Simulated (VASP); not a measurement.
# Cr (Im-3m) in VASP: relaxation of cell and atoms with r2SCAN

Aim: the relaxation of cell and atoms of Cr with r2SCAN.

All numbers are computed with VASP 6.6.1; they aren't measurements. Logs are shortened: lines on timing, memory, paths and dates and some standing lists are left out, and cuts for length are marked.

### Step 1. The cell of the first run

It takes space group Im-3m (No. 229, cubic). The conventional cell has a = 2.964 Å, b = 2.964 Å, c = 2.964 Å, α = 90.00°, β = 90.00°, γ = 90.00°. Within 3.4 Å of Cr (site symmetry m-3m) lie 14 Cr at 2.57 to 2.96 Å.

### Step 2. Relaxation of cell and atoms, r2SCAN, collinear spin, ferromagnetic start

POSCAR reads:

```
Cr
1.0
   -1.4818175260      1.4818175260      1.4818175260
    1.4818175260     -1.4818175260      1.4818175260
    1.4818175260      1.4818175260     -1.4818175260
Cr
1
Direct
    0.0000000000      0.0000000000      0.0000000000
```

INCAR.step1 reads:

```
SYSTEM = Cr
  PREC = Accurate
  ENCUT = 600
  ISMEAR = -1
  SIGMA = 0.1
  LREAL = .False.
  LASPH = .True.
  NELM = 150
  ISPIN = 2
  MAGMOM = 2
  LMAXMIX = 4
  GGA = PE
  ALGO = Normal
  EDIFF = 1E-4
  LWAVE = .True.
  LCHARG = .False.
```

INCAR.step2 reads:

```
SYSTEM = Cr
  PREC = Accurate
  ENCUT = 600
  EDIFF = 1E-6
  ISMEAR = -1
  SIGMA = 0.1
  LREAL = .False.
  LASPH = .True.
  NELM = 150
  ALGO = Normal
  ISIF = 3
  LWAVE = .False.
  LCHARG = .False.
  ISPIN = 2
  MAGMOM = 2
  LORBIT = 11
  LMAXMIX = 4
  METAGGA = R2SCAN
  LMIXTAU = .True.
  IBRION = 2
  NSW = 60
  EDIFFG = -0.005
  ISTART = 1
```

KPOINTS reads:

```
regular mesh
0
Gamma
  20 20 20
  0 0 0
```

Potentials or basis: VASP PAW PBE potentials, release 64 (Cr_pv).

Command:

```sh
> cat potpaw_PBE.64/Cr_pv/POTCAR > POTCAR
> cp INCAR.step1 INCAR
> mpirun -np 1 vasp_std > vasp.out
> cp INCAR.step2 INCAR
> mpirun -np 1 vasp_std > vasp.out
```

OUTCAR:

```text
SYSTEM = Cr
   PREC = Accurate
   ENCUT = 600
   EDIFF = 1E-6
   ISMEAR = -1
   LREAL = .False.
   LASPH = .True.
   NELM = 150
   ISIF = 3
   ISPIN = 2
   LORBIT = 11
   METAGGA = R2SCAN
   IBRION = 2
   NSW = 60
   EDIFFG = -0.005
   ISTART = 1

 ion  position               nearest neighbor table
   1  0.000  0.000  0.000-

  LATTYP: Found a body centered cubic cell.
 ALAT       =     2.9636350520

  Lattice vectors:

 A1 = (  -1.4818175260,   1.4818175260,   1.4818175260)
 A2 = (   1.4818175260,  -1.4818175260,   1.4818175260)
 A3 = (   1.4818175260,   1.4818175260,  -1.4818175260)

Analysis of symmetry for initial positions (statically):
=====================================================================
 Subroutine PRICEL returns:
 Original cell was already a primitive cell.

 Routine SETGRP: Setting up the symmetry group for a
 body centered cubic supercell.

 Subroutine GETGRP returns: Found 48 space group operations
 (whereof 48 operations were pure point group operations)
 out of a pool of 48 trial point group operations.

The static configuration has the point symmetry O_h .

Analysis of symmetry for dynamics (positions and initial velocities):
=====================================================================
 Subroutine PRICEL returns:
 Original cell was already a primitive cell.

 Routine SETGRP: Setting up the symmetry group for a
 body centered cubic supercell.

 Subroutine GETGRP returns: Found 48 space group operations
 (whereof 48 operations were pure point group operations)
 out of a pool of 48 trial point group operations.

The dynamic configuration has the point symmetry O_h .

Analysis of structural, dynamic, and magnetic symmetry:
=====================================================================
 Subroutine PRICEL returns:
 Original cell was already a primitive cell.

 Routine SETGRP: Setting up the symmetry group for a
 body centered cubic supercell.

 Subroutine GETGRP returns: Found 48 space group operations
 (whereof 48 operations were pure point group operations)
 out of a pool of 48 trial point group operations.

The overall configuration has the point symmetry O_h .

 Subroutine INISYM returns: Found 48 space group operations
 (whereof 48 operations are pure point group operations),
 and found     1 'primitive' translations

----------------------------------------------------------------------------------------

                                     Primitive cell

  volume of cell :      13.0150

  direct lattice vectors                    reciprocal lattice vectors
    -1.481817526  1.481817526  1.481817526     0.000000000  0.337423462  0.337423462
     1.481817526 -1.481817526  1.481817526     0.337423462  0.000000000  0.337423462
     1.481817526  1.481817526 -1.481817526     0.337423462  0.337423462  0.000000000

  length of vectors
     2.566583243  2.566583243  2.566583243     0.477188837  0.477188837  0.477188837

  position of ions in fractional coordinates (direct lattice)
     0.000000000  0.000000000  0.000000000

  ion indices of the primitive-cell ions
   primitive index   ion index
                 1           1

----------------------------------------------------------------------------------------

 KPOINTS: regular mesh

Automatic generation of k-mesh.
 Grid dimensions read from file:
 generate k-points for:   20   20   20

 Generating k-lattice:

  Cartesian coordinates                     Fractional coordinates (reciprocal lattice)
     0.000000000  0.016871173  0.016871173     0.050000000  0.000000000  0.000000000
     0.016871173  0.000000000  0.016871173     0.000000000  0.050000000  0.000000000
     0.016871173  0.016871173  0.000000000     0.000000000  0.000000000  0.050000000

  Length of vectors
     0.023859442  0.023859442  0.023859442

  Shift w.r.t. Gamma in fractional coordinates (k-lattice)
     0.000000000  0.000000000  0.000000000

 Subroutine IBZKPT returns following result:
 ===========================================

 Found    256 irreducible k-points:

 Following reciprocal coordinates:
            Coordinates               Weight
  0.000000  0.000000  0.000000      1.000000
  0.050000  0.000000  0.000000     12.000000
  0.100000  0.000000  0.000000     12.000000
  0.150000  0.000000  0.000000     12.000000
  0.200000  0.000000  0.000000     12.000000
  0.250000  0.000000  0.000000     12.000000
[... 16 lines left out ...]
  0.200000  0.100000  0.000000     48.000000
  0.250000  0.100000  0.000000     48.000000
 [... further k-points ...]
   k-points           NKPTS =    256   k-points in BZ     NKDIM =    256   number of bands    NBANDS=     11
   number of dos      NEDOS =    301   number of ions     NIONS =      1
   total plane-waves  NPLWV =  13824
   dimension x,y,z NGX =    24 NGY =   24 NGZ =   24
   dimension x,y,z NGXF=    48 NGYF=   48 NGZF=   48
   ions per type =               1
   NGX,Y,Z   is equivalent  to a cutoff of  15.55, 15.55, 15.55 a.u.
   NGXF,Y,Z  is equivalent  to a cutoff of  31.09, 31.09, 31.09 a.u.
 SYSTEM =  Cr
   PREC   = accura    normal or accurate (medium, high low for compatibility)
   ISTART =      1    job   : 0-new  1-cont  2-samecut
   ICHARG =      0    charge: 1-file 2-atom 10-const
   ISPIN  =      2    spin polarized calculation?
   LNONCOLLINEAR =      F non collinear calculations
   LSORBIT =      F    spin-orbit coupling
   LASPH  =      T    aspherical Exc in radial PAW
   ENCUT  =  600.0 eV  44.10 Ry    6.64 a.u.   5.13  5.13  5.13*2*pi/ulx,y,z
   NELM   =    150;   NELMIN=  2; NELMDL=  0     # of ELM steps
   EDIFF  = 0.1E-05   stopping-criterion for ELM
   LREAL  =      F    real-space projection
   EDIFFG = -.5E-02   stopping-criterion for IOM
   NSW    =     60    number of steps for IOM
   IBRION =      2    ionic relax: 0-MD 1-quasi-New 2-CG
   NFREE  =      1    steps in history (QN), initial steepest desc. (CG)
   ISIF   =      3    stress and relaxation
   ISYM   =      2    0-nonsym 1-usesym 2-fastsym
   POTIM  = 0.5000    time-step for ionic-motion
   TEBEG  =    0.0;   TEEND  =   0.0 temperature during run
   PSTRESS=    0.0 pullay stress
   NELECT =      12.0000    total number of electrons
   NUPDOWN=      -1.0000    fix difference up-down
   EMIN   =  10.00;   EMAX   =-10.00  energy-range for DOS
   EFERMI =   0.00;   METHOD = LEGACY
   ISMEAR =    -1;   SIGMA  =   0.10  broadening in eV -4-tet -1-fermi 0-gaus
   EFERMI_NEDOS =   21; number of points for ismear=-14 and -15
   IALGO  =     38    algorithm
   IMIX   =      4    mixing-type and parameters
     AMIX     =   0.40;   BMIX     =  1.00
     AMIX_MAG =   1.60;   BMIX_MAG =  1.00
  volume/ion in A,a.u.               =      13.01        87.83
  Fermi-wavevector in a.u.,A,eV,Ry     =   1.593384  3.011060 34.543470  2.538873
  Thomas-Fermi vector in A             =   2.691623
   LORBIT       =     11    0 simple, 1 ext, 2 COOP (PROOUT), +10 PAW based schemes
   METAGGA = R2SCAN    functional components
   LHFCALC =     F    Hartree Fock is set to
   AEXX    =    0.0000 exact exchange contribution
   IVDW    =     0    specifies the selected vdW correction
   LEPSILON=     F    determine dielectric tensor
   LRPA    =     F    only Hartree local field effects (RPA)
 conjugate gradient relaxation of ions
 spin polarized calculation
  energy-cutoff  :      600.00
  volume of cell :       13.01
 maximum number of plane-waves:       466
 NGX is ok and might be reduce to    24
   NGX = 11   NGY = 11   NGZ = 11

--------------------------------------- Ionic step        1  -------------------------------------------

 number of electron      11.9999999 magnetization      -0.0000030

 number of electron      11.9999999 magnetization       0.0000005

 Free energy of the ion-electron system (eV)
  ---------------------------------------------------
  ext. energy  EPLUGINS =         0.00000000
  ---------------------------------------------------
  free energy    TOTEN  =       -14.65175657 eV

  energy without entropy =      -14.62917069  energy(sigma->0) =      -14.64046363

 E-fermi :   9.2673     XC(G=0): -14.2184

 val. band max:        9.2578150748   @ k =   0.1000   0.0500   0.0500
 cond. band min:       9.2692710206   @ k =  -0.4500   0.4500   0.0500
 fundamental gap:      0.0114559458
 Fermi energy:         9.2672987607

 spin component 1

 k-point     1 :       0.0000    0.0000    0.0000
  band No.  band energies     occupation
      1     -35.2038      1.00000
      2     -35.2038      1.00000
      3     -35.2037      1.00000
      4       1.3285      1.00000
      5       8.4603      0.99969
      6       8.4603      0.99969
      7       8.4604      0.99969
      8      10.5440      0.00000
      9      10.5440      0.00000
     10      12.2812      0.00000
     11      31.4639      0.00000
[... 309 lines left out ...]
 k-point    24 :       0.2500    0.1000    0.0000
  band No.  band energies     occupation
      1     -35.6436      1.00000
      2     -35.3475      1.00000
      3     -35.2276      1.00000
      4       4.5424      1.00000
      5       7.5360      1.00000
      6       7.9412      1.00000
      7      10.1339      0.00017
      8      10.6695      0.00000
      9      10.8593      0.00000
     10      12.2711      0.00000
     11      23.4343      0.00000

 [... further k-points ...]

 spin component 2

 k-point     1 :       0.0000    0.0000    0.0000
  band No.  band energies     occupation
      1     -35.2038      1.00000
      2     -35.2038      1.00000
      3     -35.2037      1.00000
      4       1.3285      1.00000
      5       8.4603      0.99969
      6       8.4603      0.99969
      7       8.4604      0.99969
      8      10.5440      0.00000
      9      10.5440      0.00000
     10      12.2812      0.00000
     11      31.4639      0.00000
[... 309 lines left out ...]
 k-point    24 :       0.2500    0.1000    0.0000
  band No.  band energies     occupation
      1     -35.6436      1.00000
      2     -35.3475      1.00000
      3     -35.2276      1.00000
      4       4.5424      1.00000
      5       7.5360      1.00000
      6       7.9412      1.00000
      7      10.1339      0.00017
      8      10.6695      0.00000
      9      10.8593      0.00000
     10      12.2711      0.00000
     11      23.4343      0.00000

 [... further k-points ...]
[... 5 lines left out ...]
  --------------------------------------------------------------------------------------
  -------------------------------------------------------------------------------------
  Total       -2.3159146     -2.3159146     -2.3159146      0.0000000     -0.0000000     -0.0000000
  in kB     -285.0945737   -285.0945737   -285.0945737      0.0000000     -0.0000000     -0.0000000
  external PRESSURE =    -285.0945737 kB  Pullay stress =       0.0000000 kB
[... 244 lines left out ...]
--------------------------------------- Ionic step        8  -------------------------------------------

 number of electron      12.0000001 magnetization      -0.0000000

 number of electron      12.0000001 magnetization       0.0000000

 Free energy of the ion-electron system (eV)
  ---------------------------------------------------
  ext. energy  EPLUGINS =         0.00000000
  ---------------------------------------------------
  free energy    TOTEN  =       -14.81974843 eV

  energy without entropy =      -14.79992759  energy(sigma->0) =      -14.80983801

 E-fermi :  11.1680     XC(G=0): -15.1022

 val. band max:       11.1643495816   @ k =  -0.3000   0.3500   0.2000
 cond. band min:      11.1856234112   @ k =   0.1500   0.0500   0.0000
 fundamental gap:      0.0212738296
 Fermi energy:        11.1679987136

 spin component 1

 k-point     1 :       0.0000    0.0000    0.0000
  band No.  band energies     occupation
      1     -33.1400      1.00000
      2     -33.1400      1.00000
      3     -33.1399      1.00000
      4       2.6859      1.00000
      5      10.1854      0.99995
      6      10.1854      0.99995
      7      10.1854      0.99995
      8      12.6047      0.00000
      9      12.6047      0.00000
     10      14.3845      0.00000
     11      34.4088      0.00000
[... 309 lines left out ...]
 k-point    24 :       0.2500    0.1000    0.0000
  band No.  band energies     occupation
      1     -33.8242      1.00000
      2     -33.3586      1.00000
      3     -33.1785      1.00000
      4       6.0956      1.00000
      5       9.0557      1.00000
      6       9.6056      1.00000
      7      12.1292      0.00007
      8      12.8286      0.00000
      9      13.0554      0.00000
     10      14.3787      0.00000
     11      26.9979      0.00000

 [... further k-points ...]

 spin component 2

 k-point     1 :       0.0000    0.0000    0.0000
  band No.  band energies     occupation
      1     -33.1400      1.00000
      2     -33.1400      1.00000
      3     -33.1399      1.00000
      4       2.6859      1.00000
      5      10.1854      0.99995
      6      10.1854      0.99995
      7      10.1854      0.99995
      8      12.6047      0.00000
      9      12.6047      0.00000
     10      14.3845      0.00000
     11      34.4088      0.00000
[... 309 lines left out ...]
 k-point    24 :       0.2500    0.1000    0.0000
  band No.  band energies     occupation
      1     -33.8242      1.00000
      2     -33.3586      1.00000
      3     -33.1785      1.00000
      4       6.0956      1.00000
      5       9.0557      1.00000
      6       9.6056      1.00000
      7      12.1292      0.00007
      8      12.8286      0.00000
      9      13.0554      0.00000
     10      14.3787      0.00000
     11      26.9979      0.00000

 [... further k-points ...]
[... 5 lines left out ...]
  --------------------------------------------------------------------------------------
  -------------------------------------------------------------------------------------
  Total       -0.0003410     -0.0003410     -0.0003410      0.0000000      0.0000000      0.0000000
  in kB       -0.0481495     -0.0481495     -0.0481495      0.0000000      0.0000000      0.0000000
  external PRESSURE =      -0.0481495 kB  Pullay stress =       0.0000000 kB
[... 16 lines left out ...]
  FREE ENERGIE OF THE ION-ELECTRON SYSTEM (eV)
  ---------------------------------------------------
  free  energy   TOTEN  =       -14.8197484316 eV

  energy  without entropy=      -14.7999275902  energy(sigma->0) =      -14.80983801

 reached required accuracy - stopping structural energy minimisation

 total charge

# of ion       s       p       d       tot
------------------------------------------
    1        0.693   6.436   4.190  11.319

 magnetization (x)

# of ion       s       p       d       tot
------------------------------------------
    1       -0.000   0.000  -0.000  -0.000
```

It took 17 min on 1 thread of Intel Xeon Platinum 8488C (Sapphire Rapids), shared host; peak memory 0.25 GiB.

Results:

- Free energy: -14.8197 eV
- Relaxed volume: 11.35 Å³/atom
- Relaxed cell: a = 2.452 Å, b = 2.452 Å, c = 2.452 Å, α = 109.47°, β = 109.47°, γ = 109.47°
- Space group after relaxing (to 0.1 Å): Im-3m (No. 229)
- Energy gained by relaxing: 168.0 meV/atom
- Ionic steps: 8
- Pressure after relaxing: 0.0 GPa
- Band gap on the k mesh: zero (filled and empty bands overlap)
- Net moment: 0.00 μB per cell
- Valence electrons inside the program's atomic spheres: Cr 11.32

Step by step:
| step | energy change (eV) | largest force (eV/Å) | pressure (GPa) | volume (Å³) |
| --- | --- | --- | --- | --- |
| 1 | 0.0000 | 0.0000 | -28.51 | 13.02 |
| 2 | 0.3817 | 0.0000 | 95.43 | 9.12 |
| 3 | -0.1672 | 0.0000 | -2.44 | 11.45 |
| 4 | -0.1679 | 0.0000 | -0.60 | 11.37 |
| 5 | -0.1680 | 0.0000 | 0.15 | 11.34 |
| 6 | -0.1680 | 0.0000 | -0.17 | 11.35 |
| 7 | -0.1680 | 0.0000 | 0.14 | 11.34 |
| 8 | -0.1680 | 0.0000 | 0.00 | 11.35 |

Final structure:
```yaml
crystal:
  lattice:
    - [-1.41566, 1.41566, 1.41566]
    - [1.41566, -1.41566, 1.41566]
    - [1.41566, 1.41566, -1.41566]
  atoms:
    - { symbol: Cr, position: [0.00000, 0.00000, 0.00000] }
```

Caveat: the moments typed at the start vanished in this run; the PAW data sets were made with another functional, which shifts forces and pressure a little.

The gap in the log of VASP goes by the Fermi energy; the results here count the filled bands.